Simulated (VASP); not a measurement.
Write the native input for VASP 6.6.1 that does the following.

```
Task                   : single point
Functional             : PBEsol
Potentials or basis    : VASP PAW PBE potentials, release 64 (Ba_sv, Ti_sv, O)
Cutoff                 : 520 eV
k mesh                 : 8 × 8 × 8
Occupations            : gaussian, width 0.02 eV
Spin                   : no spin polarisation
Dipole correction      : no
Further INCAR settings : ALGO = Normal; EDIFF = 1e-06; NBANDS = 28
```

The structure of BaTiO3 lies in POSCAR:

```
BaTiO3
1.0
    4.0095680243      0.0000000000      0.0000000000
    0.0000000000      4.0095680243      0.0000000000
    0.0000000000      0.0000000000      3.9431684957
Ba Ti O
1 1 3
Direct
    0.5000000000      0.5000000000      0.5000000000
    0.0000000000      0.0000000000      0.0000000000
    0.5000000000      0.0000000000      0.0000000000
    0.0000000000      0.5000000000      0.0000000000
    0.0000000000      0.0000000000      0.5000000000
```

This cell differs from its parent crystal: biaxial strain in the a-b plane: +1.0 %, then relaxed in part.

These files were run (other wordings do the same):

INCAR

```
SYSTEM = BaTiO3
  PREC = Accurate
  ENCUT = 520
  EDIFF = 1E-6
  ISMEAR = 0
  SIGMA = 0.02
  LREAL = .False.
  LASPH = .True.
  NELM = 100
  ALGO = Normal
  ISIF = 2
  LWAVE = .False.
  LCHARG = .False.
  GGA = PS
  NBANDS = 28
```

KPOINTS

```
regular mesh
0
Gamma
  8 8 8
  0 0 0
```

Potentials or basis: VASP PAW PBE potentials, release 64 (Ba_sv, Ti_sv, O).

Command:

```console
$ cat potpaw_PBE.64/Ba_sv/POTCAR potpaw_PBE.64/Ti_sv/POTCAR potpaw_PBE.64/O/POTCAR > POTCAR
$ mpirun -np 1 vasp_std > vasp.out
```

Results of the run:

```json
{"Pressure": "-0.3 GPa", "Band gap on the k mesh": "1.69 eV, indirect (least direct gap 1.82 eV)"}
```

Caveat: the cell differs from its parent crystal (biaxial strain in the a-b plane: +1.0 %, then relaxed in part); the PAW data sets were made with another functional, which shifts forces and pressure a little; spin-orbit coupling is left out, which moves the levels of the heavy elements.

Wall time 77 s on 1 thread of Intel(R) Xeon(R) Platinum 8488C (Sapphire Rapids) (shared host), peak memory 0.26 GiB.
